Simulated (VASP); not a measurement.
# Sb in VASP: settings compared, part 2 of 2

VASP 6.6.1.

## Step 3: Single point, PBE

File INCAR:

```
SYSTEM = Sb
PREC = Accurate
ENCUT = 520
EDIFF = 1E-7
ISMEAR = -1
SIGMA = 0.05
LREAL = .False.
LASPH = .True.
NELM = 80
ALGO = Normal
ISIF = 2
LWAVE = .False.
LCHARG = .False.
LDIPOL = .True.
IDIPOL = 3
DIPOL = 0.5 0.5 0.500
GGA = PE
NBANDS = 24
```

File KPOINTS:

```
regular mesh
0
Gamma
  9 9 1
  0 0 0
```

File POSCAR:

```
Sb
1.0
    3.3690001795      0.0000000000      0.0000000000
   -1.6845000897      2.9176397408      0.0000000000
    0.0000000000      0.0000000000     28.3250000000
Sb
6
Direct
    0.6666666667      0.3333333334      0.2647837599
    0.3333333333      0.6666666666      0.3588702560
    0.6666666667      0.3333333334      0.4529567520
    0.3333333333      0.6666666666      0.5470432480
    0.6666666667      0.3333333334      0.6411297440
    0.3333333333      0.6666666666      0.7352162401
```

Potentials or basis: VASP PAW PBE potentials, release 64 (Sb).

Run with:

```
$ cat potpaw_PBE.64/Sb/POTCAR > POTCAR
$ mpirun -np 1 vasp_std > vasp.out
```

OUTCAR:

```text
SYSTEM = Sb
   PREC = Accurate
   ENCUT = 520
   EDIFF = 1E-7
   ISMEAR = -1
   LREAL = .False.
   LASPH = .True.
   NELM = 80
   ISIF = 2
   GGA = PE

 ion  position               nearest neighbor table
   1  0.667  0.333  0.265-   2 3.30   2 3.30   2 3.30
   2  0.333  0.667  0.359-   3 3.30   3 3.30   3 3.30   1 3.30   1 3.30   1 3.30
   3  0.667  0.333  0.453-   2 3.30   4 3.30   2 3.30   4 3.30   2 3.30   4 3.30
   4  0.333  0.667  0.547-   5 3.30   3 3.30   5 3.30   3 3.30   5 3.30   3 3.30
   5  0.667  0.333  0.641-   4 3.30   4 3.30   4 3.30   6 3.30   6 3.30   6 3.30
   6  0.333  0.667  0.735-   5 3.30   5 3.30   5 3.30

  LATTYP: Found a hexagonal cell.
 ALAT       =     3.3690001795
 C/A-ratio  =     8.4075388812

  Lattice vectors:

 A1 = (   3.3690001795,   0.0000000000,   0.0000000000)
 A2 = (  -1.6845000897,   2.9176397408,   0.0000000000)
 A3 = (   0.0000000000,   0.0000000000,  28.3250000000)

Analysis of symmetry for initial positions (statically):
=====================================================================
 Subroutine PRICEL returns:
 Original cell was already a primitive cell.

 Routine SETGRP: Setting up the symmetry group for a
 hexagonal supercell.

 Subroutine GETGRP returns: Found 12 space group operations
 (whereof 12 operations were pure point group operations)
 out of a pool of 24 trial point group operations.

The static configuration has the point symmetry D_3d.

Analysis of symmetry for dynamics (positions and initial velocities):
=====================================================================
 Subroutine PRICEL returns:
 Original cell was already a primitive cell.

 Routine SETGRP: Setting up the symmetry group for a
 hexagonal supercell.

 Subroutine GETGRP returns: Found 12 space group operations
 (whereof 12 operations were pure point group operations)
 out of a pool of 24 trial point group operations.
[... 121 lines left out ...]
   GGA     = PE    functional components
   LHFCALC =     F    Hartree Fock is set to
   AEXX    =    0.0000 exact exchange contribution
   IVDW    =     0    specifies the selected vdW correction
   LEPSILON=     F    determine dielectric tensor
   LRPA    =     F    only Hartree local field effects (RPA)
 non-spin polarized calculation
  energy-cutoff  :      520.00
  volume of cell :      278.42
 maximum number of plane-waves:      7521
 NGX is ok and might be reduce to    28
   NGX = 13   NGY = 13   NGZ =105

 dipolmoment           0.000000      0.000000      0.000000 electrons x Angstroem

 number of electron      30.0000000 magnetization

 dipolmoment           0.000000      0.000000     -0.000000 electrons x Angstroem

 Free energy of the ion-electron system (eV)
  ---------------------------------------------------
  ext. energy  EPLUGINS =         0.00000000
  ---------------------------------------------------
  free energy    TOTEN  =       -22.82614313 eV

  energy without entropy =      -22.78163196  energy(sigma->0) =      -22.80388755

 E-fermi :   3.1480     XC(G=0):  -6.4086

 val. band max:        3.1299710514   @ k =   0.1111   0.1111   0.0000
 cond. band min:       3.1550279572   @ k =   0.3333   0.2222   0.0000
 fundamental gap:      0.0250569058
 Fermi energy:         3.1480289974

 k-point     1 :       0.0000    0.0000    0.0000
  band No.  band energies     occupation
      1      -9.8333      2.00000
      2      -9.4227      2.00000
      3      -8.7821      2.00000
      4      -7.9476      2.00000
      5      -6.9694      2.00000
      6      -6.0971      2.00000
[... 313 lines left out ...]
     23       5.8611      0.00000
     24       5.8611      0.00000

------------------------ aborting loop because EDIFF is reached ----------------------------------------

 vacuum level on the upper side and lower side of the slab       (xc-potential included)        -0.093        -0.093

  FORCE on cell =-STRESS in cart. coord.  units (eV):
  Direction    XX          YY          ZZ          XY          YZ          ZX
  --------------------------------------------------------------------------------------
  -------------------------------------------------------------------------------------
  Total        1.0987592      1.0987592      0.7132788      0.0000000      0.0000000     -0.0000000
  in kB        6.3228150      6.3228150      4.1045662      0.0000000      0.0000000     -0.0000000
  external PRESSURE =       5.5833988 kB  Pullay stress =       0.0000000 kB

 VOLUME and BASIS-vectors are now :
 -----------------------------------------------------------------------------
  energy-cutoff  :      520.00
  volume of cell :      278.42
      direct lattice vectors                 reciprocal lattice vectors
     3.369000179  0.000000000  0.000000000     0.296823968  0.171371398  0.000000000
    -1.684500090  2.917639741  0.000000000     0.000000000  0.342742795  0.000000000
     0.000000000  0.000000000 28.325000000     0.000000000  0.000000000  0.035304501

 POSITION                                       TOTAL-FORCE (eV/Angst)
 -----------------------------------------------------------------------------------
      1.68450      0.97255      7.50000         0.000000     -0.000000      0.142897
      0.00000      1.94509     10.16500         0.000000     -0.000000     -0.312334
      1.68450      0.97255     12.83000        -0.000000     -0.000000     -0.050870
      0.00000      1.94509     15.49500         0.000000      0.000000      0.050870
      1.68450      0.97255     18.16000         0.000000      0.000000      0.312334
      0.00000      1.94509     20.82500        -0.000000      0.000000     -0.142897
 -----------------------------------------------------------------------------------
    total drift:                               -0.000000     -0.000000     -0.000000

  FREE ENERGIE OF THE ION-ELECTRON SYSTEM (eV)
  ---------------------------------------------------
  free  energy   TOTEN  =       -22.8261431297 eV

  energy  without entropy=      -22.7816319647  energy(sigma->0) =      -22.80388755

 vacuum level on the upper side and lower side of the slab         7.287         7.287
```

Run time: 1.7 min. Hardware: 1 thread of Intel Xeon 6975P-C (Granite Rapids), shared host; peak memory 0.43 GiB.

What came out:

- Free energy: -22.8261 eV
- Largest force: 0.312 eV/Å
- Band gap on the k mesh: zero (band 15 reaches 6.94 eV, above the bottom of band 16 at 0.80 eV)

Forces on the atoms (eV/Å):
```
Sb   0.000  0.000  0.143
Sb   0.000  0.000 -0.312
Sb   0.000  0.000 -0.051
Sb   0.000  0.000  0.051
Sb   0.000  0.000  0.312
Sb   0.000  0.000 -0.143
```

Levels at points of the mesh, in eV from the Fermi level:
```
           k point  band 12  band 13  band 14  band 15  band 16  band 17  band 18  band 19
(0.00, 0.00, 0.00)     3.48     3.48     3.62     3.79     3.79     3.95     4.23     4.23
```

Caveat: spin-orbit coupling is left out, which moves the levels of the heavy elements.

## Step 4: Single point, PBEsol

File INCAR:

```
SYSTEM = Sb
PREC     = Accurate       ! precision mode
ENCUT    = 520            ! plane-wave cutoff, eV
EDIFF    = 1E-7           ! SCF threshold, eV
ISMEAR   = -1             ! smearing method
SIGMA    = 0.05           ! smearing width, eV
LREAL    = .False.        ! projectors in reciprocal space
LASPH    = .True.         ! aspherical terms in the spheres
NELM     = 100            ! most SCF steps
ALGO     = Normal         ! electronic algorithm
ISIF     = 2              ! what is computed and relaxed
LWAVE    = .False.        ! write WAVECAR
LCHARG   = .False.        ! write CHGCAR
LDIPOL   = .True.       
IDIPOL   = 3            
DIPOL    = 0.5 0.5 0.500
GGA      = PS             ! functional
NBANDS   = 24             ! bands
```

KPOINTS is that of step 3.

POSCAR is that of step 3.

Run with:

```
$ cat potpaw_PBE.64/Sb/POTCAR > POTCAR
$ mpirun -np 1 vasp_std > vasp.out
```

Run time: 1.8 min. Hardware: 1 thread of Intel Xeon 6975P-C (Granite Rapids), shared host; peak memory 0.42 GiB.

Results (log left out):

| Quantity | Value |
| --- | --- |
| Free energy | -25.5225 eV |
| Largest force | 0.330 eV/Å |
| Band gap on the k mesh | zero (band 15 reaches 6.82 eV, above the bottom of band 16 at 0.67 eV) |

Forces on the atoms (eV/Å):
```
Sb   0.000  0.000  0.330
Sb   0.000  0.000 -0.312
Sb   0.000  0.000 -0.044
Sb   0.000  0.000  0.044
Sb   0.000  0.000  0.312
Sb   0.000  0.000 -0.330
```

Levels at points of the mesh, in eV from the Fermi level:
```tsv
k point	band 11	band 12	band 13	band 14	band 15	band 16	band 17	band 18	band 19	band 20
(0.00, 0.00, 0.00)	2.05	3.48	3.48	3.72	3.79	3.79	4.07	4.23	4.23	4.69
```

Caveat: the PAW data sets were made with another functional, which shifts forces and pressure a little; spin-orbit coupling is left out, which moves the levels of the heavy elements.

## Step 5: Single point, RPBE

File INCAR:

```
PREC     = Accurate       # precision mode
ENCUT    = 520            # plane-wave cutoff, eV
EDIFF    = 1E-7           # SCF threshold, eV
ISMEAR   = -1             # smearing method
SIGMA    = 0.05           # smearing width, eV
LREAL    = F              # projectors in reciprocal space
LASPH    = T              # aspherical terms in the spheres
NELM     = 80             # most SCF steps
ALGO     = Normal         # electronic algorithm
ISIF     = 2              # what is computed and relaxed
LWAVE    = F              # write WAVECAR
LCHARG   = F              # write CHGCAR
LDIPOL   = T            
IDIPOL   = 3            
DIPOL    = 0.5 0.5 0.500
GGA      = RP             # functional
NBANDS   = 24             # bands
```

File KPOINTS:

```
regular mesh
0
Gamma
  9 9 1
```

POSCAR is that of step 4.

Run with:

```
$ cat potpaw_PBE.64/Sb/POTCAR > POTCAR
$ mpirun -np 1 vasp_std > vasp.out
```

Run time: 1.8 min. Hardware: 1 thread of Intel Xeon 6975P-C (Granite Rapids), shared host; peak memory 0.43 GiB.

The run converged. Its results:

```
Free energy            : -20.6057 eV
Largest force          : 0.320 eV/Å
Band gap on the k mesh : zero (band 15 reaches 7.05 eV, above the bottom of band 16 at 0.91 eV)
```

Forces in eV/Å, atoms in the order of the input:
```
Sb   0.000  0.000  0.074
Sb   0.000  0.000 -0.320
Sb   0.000  0.000 -0.053
Sb   0.000  0.000  0.053
Sb   0.000  0.000  0.320
Sb   0.000  0.000 -0.074
```

Levels at points of the mesh, in eV from the Fermi level:
```csv
k point,band 13,band 14,band 15,band 16,band 17,band 18
"(0.00, 0.00, 0.00)",3.49,3.50,3.79,3.81,3.81,4.25
```

Caveat: the PAW data sets were made with another functional, which shifts forces and pressure a little; spin-orbit coupling is left out, which moves the levels of the heavy elements.

## Step 6: Single point, revPBE

File INCAR:

```
PREC = Accurate ; ENCUT = 520
EDIFF = 1E-7 ; ISMEAR = -1
SIGMA = 0.05 ; LREAL = False
LASPH = True ; NELM = 100
ALGO = Normal ; ISIF = 2
LWAVE = False ; LCHARG = False
LDIPOL = True ; IDIPOL = 3
DIPOL = 0.5 0.5 0.500 ; GGA = RE
NBANDS = 24
```

File KPOINTS:

```
Automatic mesh
0
Gamma
  9 9 1
```

POSCAR is that of step 5.

Potentials or basis: VASP PAW PBE potentials, release 64 (Sb).

Run with:

```
$ cat potpaw_PBE.64/Sb/POTCAR > POTCAR
$ mpirun -np 1 vasp_std > vasp.out
```

Run time: 1.8 min. Hardware: 1 thread of Intel Xeon 6975P-C (Granite Rapids), shared host; peak memory 0.43 GiB.

Results (log left out):

* Free energy: -20.9345 eV
* Largest force: 0.320 eV/Å
* Band gap on the k mesh: zero (band 15 reaches 7.04 eV, above the bottom of band 16 at 0.88 eV)

Forces on the atoms (eV/Å):
```
Sb   0.000  0.000  0.096
Sb   0.000  0.000 -0.320
Sb   0.000  0.000 -0.052
Sb   0.000  0.000  0.052
Sb   0.000  0.000  0.320
Sb   0.000  0.000 -0.096
```

Levels at points of the mesh, in eV from the Fermi level:
| k point | band 13 | band 14 | band 15 | band 16 | band 17 | band 18 |
| --- | --- | --- | --- | --- | --- | --- |
| (0.00, 0.00, 0.00) | 3.49 | 3.57 | 3.80 | 3.81 | 3.81 | 4.25 |

Caveat: the PAW data sets were made with another functional, which shifts forces and pressure a little; spin-orbit coupling is left out, which moves the levels of the heavy elements.

## Step 7: The runs side by side

```tsv
level	potentials or basis	gap on the mesh (eV)	largest force (eV/Å)
LDA	VASP PAW LDA potentials, release 64 (Sb)	none	0.39
PBE	VASP PAW PBE potentials, release 64 (Sb)	none	0.31
PBEsol	VASP PAW PBE potentials, release 64 (Sb)	none	0.33
RPBE	VASP PAW PBE potentials, release 64 (Sb)	none	0.32
revPBE	VASP PAW PBE potentials, release 64 (Sb)	none	0.32
```

Alike in all rows: task single point; no spin polarisation; cell as given; k mesh 9 × 9 × 1; cutoff (eV) 520; smearing fermi-dirac 0.05 eV.

Caveats: spin-orbit coupling is left out, which moves the levels of the heavy elements; the PAW data sets were made with another functional, which shifts forces and pressure a little (some runs).

Total energies depend on the potentials used, so only differences within one code and one set of settings carry meaning.
